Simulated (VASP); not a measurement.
Set up this calculation in VASP 6.6.1, as the native input.

```yaml
Task: single point
Functional: PBE
Potentials_or_basis: VASP PAW PBE potentials, release 64 (Sn_d, H)
Cutoff: 520 eV
k_mesh: 10 × 10 × 10
Occupations: gaussian, width 0.1 eV
Spin: no spin polarisation
Dipole_correction: no
k_mesh_for_the_DOS: 15 × 15 × 15
Occupations_for_the_DOS: tetrahedron
Further_INCAR_settings: ALGO = Normal; EDIFF = 1e-07; NBANDS = 20
```

Crystal: SnH7.

```xyz
8
Lattice="0.0000 3.1997 3.1997 3.1997 0.0000 3.1997 3.1997 3.1997 0.0000" Properties=species:S:1:pos:R:3 pbc="T T T"
Sn    1.5998    1.5998    1.5998
H     2.2620    3.1997    3.1997
H     4.1374    3.1997    3.1997
H     3.1997    4.1374    3.1997
H     3.1997    2.2620    3.1997
H     3.1997    3.1997    4.1374
H     3.1997    3.1997    2.2620
H     4.7995    4.7995    4.7995
```

One way to write it, as run:

POSCAR

```
SnH7
1.0
    0.0000000000      3.1996753245      3.1996753245
    3.1996753245      0.0000000000      3.1996753245
    3.1996753245      3.1996753245      0.0000000000
Sn H
1 7
Direct
    0.2500000000      0.2500000000      0.2500000000
    0.6465287090      0.3534712910      0.3534712910
    0.3534712910      0.6465287090      0.6465287090
    0.6465287090      0.3534712910      0.6465287090
    0.3534712910      0.6465287090      0.3534712910
    0.6465287090      0.6465287090      0.3534712910
    0.3534712910      0.3534712910      0.6465287090
    0.7500000000      0.7500000000      0.7500000000
```

INCAR.step1

```
SYSTEM = SnH7
PREC = Accurate
ENCUT = 520
EDIFF = 1E-7
ISMEAR = 0
SIGMA = 0.1
LREAL = .FALSE.
LASPH = .TRUE.
NELM = 80
ALGO = Normal
ISIF = 2
LWAVE = .FALSE.
LCHARG = .TRUE.
GGA = PE
NBANDS = 20
```

KPOINTS.step1

```
regular mesh
0
G
  10 10 10
  0 0 0
```

INCAR.step2

```
SYSTEM = SnH7
PREC = Accurate
ENCUT = 520
EDIFF = 1E-7
ISMEAR = -5
SIGMA = 0.1
LREAL = .FALSE.
LASPH = .TRUE.
NELM = 80
ALGO = Normal
ISIF = 2
LWAVE = .FALSE.
LCHARG = .FALSE.
GGA = PE
LORBIT = 10
NBANDS = 20
NEDOS = 2001
ICHARG = 11
```

KPOINTS.step2

```
regular mesh
0
G
  15 15 15
  0 0 0
```

Potentials or basis: VASP PAW PBE potentials, release 64 (Sn_d, H).

Command:

```console
$ cat potpaw_PBE.64/Sn_d/POTCAR potpaw_PBE.64/H/POTCAR > POTCAR
$ cp INCAR.step1 INCAR
$ cp KPOINTS.step1 KPOINTS
$ mpirun -np 1 vasp_std > vasp.out
$ cp INCAR.step2 INCAR
$ cp KPOINTS.step2 KPOINTS
$ mpirun -np 1 vasp_std > vasp.out
```

Results of the run:

```
Valence electrons inside the program's atomic spheres : Sn 12.08; H 0.47, 0.41 (each value once)
```

Wall time 4 min on 1 thread of Intel Xeon 8259CL, on a shared host, peak memory 0.29 GiB.
